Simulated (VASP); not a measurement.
# CdI2 (P-3m1) in VASP: electric field gradients with PBE

Aim: the electric field gradients of CdI2 with PBE.

Program: VASP 6.6.1. These are calculated values, not measurements. Logs are shortened: lines on timing, memory, paths and dates and some standing lists are left out, and cuts for length are marked.

**1. The cell of the first run**

The structure is trigonal, space group P-3m1 (No. 164). The conventional cell has a = 4.289 Å, b = 4.289 Å, c = 21.847 Å, α = 90.00°, β = 90.00°, γ = 120.00°. Cd (site symmetry 3m) has 6 I at 3.01 Å within 4.0 Å. Within 4.0 Å of Cd (site symmetry -3m) lie 6 I at 3.02 Å. I (site symmetry 3m) has 3 Cd at 3.02 Å within 4.0 Å. Within 4.0 Å of I (site symmetry 3m) lie 3 Cd at 3.01 Å. Within 4.0 Å of I (site symmetry 3m) lie 3 Cd at 3.01 Å.

**2. Electric field gradients, PBE**

Contents of INCAR:

```
SYSTEM = CdI2
ALGO = Normal
EDIFF = 1E-8
ENCUT = 400
GGA = PE
GGA_COMPAT = .False.
ISIF = 2
ISMEAR = -1
LASPH = .True.
LCHARG = .False.
LEFG = .True.
LREAL = .False.
LWAVE = .False.
NBANDS = 49
NELM = 120
PREC = Accurate
SIGMA = 0.01
```

Contents of KPOINTS:

```
k-points
0
Gamma
  8 8 2
  0 0 0
```

Contents of POSCAR:

```
CdI2
1.0
    4.2887031757      0.0000000000      0.0000000000
   -2.1443515879      3.7141258995      0.0000000000
    0.0000000000      0.0000000000     21.8468462900
Cd I
3 6
Direct
    0.6666666667      0.3333333333      0.3331202400
    0.3333333333      0.6666666667      0.6668797600
    0.0000000000      0.0000000000      0.0000000000
    0.3333333333      0.6666666667      0.0788668000
    0.3333333333      0.6666666667      0.4116957400
    0.6666666667      0.3333333333      0.9211332000
    0.6666666667      0.3333333333      0.5883042600
    0.0000000000      0.0000000000      0.2543953200
    0.0000000000      0.0000000000      0.7456046800
```

Potentials or basis: VASP PAW PBE potentials, release 64 (Cd, I).

Launch:

```console
> cat potpaw_PBE.64/Cd/POTCAR potpaw_PBE.64/I/POTCAR > POTCAR
> mpirun -np 1 vasp_std > vasp.out
```

OUTCAR:

```text
SYSTEM = CdI2
   EDIFF = 1E-8
   ENCUT = 400
   GGA = PE
   ISIF = 2
   ISMEAR = -1
   LASPH = .True.
   LREAL = .False.
   NELM = 120
   PREC = Accurate

 ion  position               nearest neighbor table
   1  0.667  0.333  0.333-   5 3.01   5 3.01   5 3.01   8 3.01   8 3.01   8 3.01
   2  0.333  0.667  0.667-   7 3.01   7 3.01   7 3.01   9 3.01   9 3.01   9 3.01
   3  0.000  0.000  0.000-   4 3.02   6 3.02   6 3.02   4 3.02   6 3.02   4 3.02
   4  0.333  0.667  0.079-   3 3.02   3 3.02   3 3.02
   5  0.333  0.667  0.412-   1 3.01   1 3.01   1 3.01
   6  0.667  0.333  0.921-   3 3.02   3 3.02   3 3.02
   7  0.667  0.333  0.588-   2 3.01   2 3.01   2 3.01
   8  0.000  0.000  0.254-   1 3.01   1 3.01   1 3.01
   9  0.000  0.000  0.746-   2 3.01   2 3.01   2 3.01

  LATTYP: Found a hexagonal cell.
 ALAT       =     4.2887031757
 C/A-ratio  =     5.0940448418

  Lattice vectors:

 A1 = (   4.2887031757,   0.0000000000,   0.0000000000)
 A2 = (  -2.1443515879,   3.7141258995,   0.0000000000)
 A3 = (   0.0000000000,   0.0000000000,  21.8468462900)

Analysis of symmetry for initial positions (statically):
=====================================================================
 Subroutine PRICEL returns:
 Original cell was already a primitive cell.

 Routine SETGRP: Setting up the symmetry group for a
 hexagonal supercell.

 Subroutine GETGRP returns: Found 12 space group operations
 (whereof 12 operations were pure point group operations)
 out of a pool of 24 trial point group operations.

The static configuration has the point symmetry D_3d.

Analysis of symmetry for dynamics (positions and initial velocities):
=====================================================================
 Subroutine PRICEL returns:
 Original cell was already a primitive cell.

 Routine SETGRP: Setting up the symmetry group for a
 hexagonal supercell.

 Subroutine GETGRP returns: Found 12 space group operations
 (whereof 12 operations were pure point group operations)
 out of a pool of 24 trial point group operations.

The dynamic configuration has the point symmetry D_3d.

 Subroutine INISYM returns: Found 12 space group operations
 (whereof 12 operations are pure point group operations),
 and found     1 'primitive' translations

----------------------------------------------------------------------------------------

                                     Primitive cell

  volume of cell :     347.9937

  direct lattice vectors                    reciprocal lattice vectors
     4.288703176  0.000000000  0.000000000     0.233170718  0.134621177  0.000000000
    -2.144351588  3.714125899  0.000000000     0.000000000  0.269242354  0.000000000
     0.000000000  0.000000000 21.846846290     0.000000000  0.000000000  0.045773197

  length of vectors
     4.288703176  4.288703176 21.846846290     0.269242354  0.269242354  0.045773197

  position of ions in fractional coordinates (direct lattice)
     0.666666667  0.333333333  0.333120240
     0.333333333  0.666666667  0.666879760
     0.000000000  0.000000000  0.000000000
     0.333333333  0.666666667  0.078866800
     0.333333333  0.666666667  0.411695740
     0.666666667  0.333333333  0.921133200
     0.666666667  0.333333333  0.588304260
     0.000000000  0.000000000  0.254395320
     0.000000000  0.000000000  0.745604680

  ion indices of the primitive-cell ions
   primitive index   ion index
                 1           1
                 2           2
                 3           3
                 4           4
                 5           5
                 6           6
                 7           7
                 8           8
                 9           9

----------------------------------------------------------------------------------------

 KPOINTS: k-points
[... 70 lines left out ...]
   ISYM   =      2    0-nonsym 1-usesym 2-fastsym
   POTIM  = 0.5000    time-step for ionic-motion
   TEBEG  =    0.0;   TEEND  =   0.0 temperature during run
   PSTRESS=    0.0 pullay stress
   NELECT =      78.0000    total number of electrons
   NUPDOWN=      -1.0000    fix difference up-down
   EMIN   =  10.00;   EMAX   =-10.00  energy-range for DOS
   EFERMI =   0.00;   METHOD = LEGACY
   ISMEAR =    -1;   SIGMA  =   0.01  broadening in eV -4-tet -1-fermi 0-gaus
   EFERMI_NEDOS =   21; number of points for ismear=-14 and -15
   IALGO  =     38    algorithm
   IMIX   =      4    mixing-type and parameters
     AMIX     =   0.40;   BMIX     =  1.00
     AMIX_MAG =   1.60;   BMIX_MAG =  1.00
  volume/ion in A,a.u.               =      38.67       260.93
  Fermi-wavevector in a.u.,A,eV,Ry     =   0.994449  1.879236 13.455197  0.988929
  Thomas-Fermi vector in A             =   2.126401
   LORBIT       =      0    0 simple, 1 ext, 2 COOP (PROOUT), +10 PAW based schemes
   GGA     = PE    functional components
   LHFCALC =     F    Hartree Fock is set to
   AEXX    =    0.0000 exact exchange contribution
   IVDW    =     0    specifies the selected vdW correction
   LEPSILON=     F    determine dielectric tensor
   LRPA    =     F    only Hartree local field effects (RPA)
 non-spin polarized calculation
  energy-cutoff  :      400.00
  volume of cell :      347.99
 maximum number of plane-waves:      6378
 NGX is ok and might be reduce to    28
   NGX = 13   NGY = 13   NGZ = 71

 number of electron      78.0000014 magnetization

 Free energy of the ion-electron system (eV)
  ---------------------------------------------------
  ext. energy  EPLUGINS =         0.00000000
  ---------------------------------------------------
  free energy    TOTEN  =       -16.60298067 eV

  energy without entropy =      -16.60298067  energy(sigma->0) =      -16.60298067

 E-fermi :   1.5762     XC(G=0):  -8.1526

 val. band max:        1.3053875896   @ k =   0.1250  -0.0000   0.0000
 cond. band min:       3.6024010576   @ k =   0.5000  -0.0000   0.0000
 fundamental gap:      2.2970134680
 Fermi energy:         1.5761597408

 k-point     1 :       0.0000    0.0000    0.0000
  band No.  band energies     occupation
      1     -10.6064      2.00000
      2     -10.5517      2.00000
      3     -10.5454      2.00000
      4     -10.1071      2.00000
      5     -10.1062      2.00000
      6     -10.0317      2.00000
[... 1029 lines left out ...]
     48       7.7391      0.00000
     49       8.4108      0.00000

------------------------ aborting loop because EDIFF is reached ----------------------------------------

  FORCE on cell =-STRESS in cart. coord.  units (eV):
  Direction    XX          YY          ZZ          XY          YZ          ZX
  --------------------------------------------------------------------------------------
  -------------------------------------------------------------------------------------
  Total        1.3134796      1.3134796      1.0081810     -0.0000000      0.0000000      0.0000000
  in kB        6.0473143      6.0473143      4.6417069     -0.0000000      0.0000000      0.0000000
  external PRESSURE =       5.5787785 kB  Pullay stress =       0.0000000 kB

 VOLUME and BASIS-vectors are now :
 -----------------------------------------------------------------------------
  energy-cutoff  :      400.00
  volume of cell :      347.99
      direct lattice vectors                 reciprocal lattice vectors
     4.288703176  0.000000000  0.000000000     0.233170718  0.134621177  0.000000000
    -2.144351588  3.714125899  0.000000000     0.000000000  0.269242354  0.000000000
     0.000000000  0.000000000 21.846846290     0.000000000  0.000000000  0.045773197

 POSITION                                       TOTAL-FORCE (eV/Angst)
 -----------------------------------------------------------------------------------
      2.14435      1.23804      7.27763         0.000000     -0.000000     -0.008405
     -0.00000      2.47608     14.56922        -0.000000      0.000000      0.008405
      0.00000      0.00000      0.00000        -0.000000      0.000000      0.000000
     -0.00000      2.47608      1.72299        -0.000000     -0.000000      0.052371
     -0.00000      2.47608      8.99425        -0.000000      0.000000      0.078703
      2.14435      1.23804     20.12386         0.000000      0.000000     -0.052371
      2.14435      1.23804     12.85259         0.000000      0.000000     -0.078703
      0.00000      0.00000      5.55774        -0.000000      0.000000     -0.070666
      0.00000      0.00000     16.28911         0.000000     -0.000000      0.070666
 -----------------------------------------------------------------------------------
    total drift:                                0.000000     -0.000000      0.000000

  FREE ENERGIE OF THE ION-ELECTRON SYSTEM (eV)
  ---------------------------------------------------
  free  energy   TOTEN  =       -16.6029806694 eV

  energy  without entropy=      -16.6029806694  energy(sigma->0) =      -16.60298067

 Electric field gradients (V/A^2)
---------------------------------------------------------------------
 ion       V_xx      V_yy      V_zz      V_xy      V_xz      V_yz
---------------------------------------------------------------------
   1      -1.194    -1.190     2.384     0.003    -0.000     0.000
   2      -1.194    -1.190     2.384     0.003    -0.000     0.000
   3      -0.999    -0.998     1.997     0.001     0.000    -0.000
   4      29.521    29.521   -59.041     0.000    -0.000     0.000
   5      30.954    30.955   -61.909     0.000    -0.000     0.000
   6      29.521    29.521   -59.041     0.000    -0.000     0.000
   7      30.954    30.955   -61.909     0.000    -0.000     0.000
   8      29.990    29.989   -59.979    -0.001     0.000    -0.000
   9      29.990    29.989   -59.979    -0.001     0.000    -0.000
---------------------------------------------------------------------

 Electric field gradients after diagonalization (V/A^2)
 (convention: |V_zz| > |V_xx| > |V_yy|)
----------------------------------------------------------------------
 ion       V_xx      V_yy      V_zz     asymmetry (V_yy - V_xx)/ V_zz
----------------------------------------------------------------------
   1      -1.195    -1.189     2.384       0.003
   2      -1.195    -1.189     2.384       0.003
   3      -0.999    -0.998     1.997       0.001
   4      29.521    29.520   -59.041       0.000
   5      30.955    30.954   -61.909       0.000
   6      29.521    29.520   -59.041       0.000
   7      30.955    30.954   -61.909       0.000
   8      29.990    29.989   -59.979       0.000
   9      29.990    29.989   -59.979       0.000
----------------------------------------------------------------------

           NMR quadrupolar parameters

 Cq : quadrupolar parameter    Cq=e*Q*V_zz/h
 eta: asymmetry parameters     (V_yy - V_xx)/ V_zz
 Q  : nuclear electric quadrupole moment in mb (millibarn)
----------------------------------------------------------------------
 ion       Cq(MHz)       eta       Q (mb)
----------------------------------------------------------------------
   1       0.006       0.003       1.000
   2       0.006       0.003       1.000
   3       0.005       0.001       1.000
   4      -0.143       0.000       1.000
   5      -0.150       0.000       1.000
   6      -0.143       0.000       1.000
   7      -0.150       0.000       1.000
   8      -0.145       0.000       1.000
   9      -0.145       0.000       1.000
----------------------------------------------------------------------
```

Wall time 12 min (1 thread of Oxide Virtual Turin-like, shared host); peak memory 0.39 GiB.

Results:

- Free energy: -16.6030 eV
- Pressure: 0.6 GPa
- Largest force: 0.079 eV/Å
- Band gap on the k mesh: 2.30 eV (least direct gap 2.45 eV)
- Largest electric field gradient by atom: Cd +2.4, +2.0 (each value once); I -59.0, -61.9, -60.0 (each value once) V/Å²

Forces on the atoms (eV/Å):
```
Cd   0.000  0.000 -0.008
Cd   0.000  0.000  0.008
Cd   0.000  0.000  0.000
I    0.000  0.000  0.052
I    0.000  0.000  0.079
I    0.000  0.000 -0.052
I    0.000  0.000 -0.079
I    0.000  0.000 -0.071
I    0.000  0.000  0.071
```

Stress tensor (GPa, compression positive):
```
0.60 0.00 0.00
0.00 0.60 0.00
0.00 0.00 0.46
```

Electric field gradients, principal values (V/Å²):
| atom | least | middle | greatest (by size) |
| --- | --- | --- | --- |
| 1 Cd | -1.189 | -1.195 | 2.384 |
| 2 Cd | -1.189 | -1.195 | 2.384 |
| 3 Cd | -0.998 | -0.999 | 1.997 |
| 4 I | 29.520 | 29.521 | -59.041 |
| 5 I | 30.954 | 30.955 | -61.909 |
| 6 I | 29.520 | 29.521 | -59.041 |
| 7 I | 30.954 | 30.955 | -61.909 |
| 8 I | 29.989 | 29.990 | -59.979 |
| 9 I | 29.989 | 29.990 | -59.979 |

Caveat: without QUAD_EFG the Cq values of the log hold for a quadrupole moment of 1 mb, not for the nuclei; spin-orbit coupling is left out, which moves the levels of the heavy elements; this functional lacks dispersion, which binds layers or chains, so the pressure and a relaxed spacing across them are unreliable. A k mesh can miss the band edges.
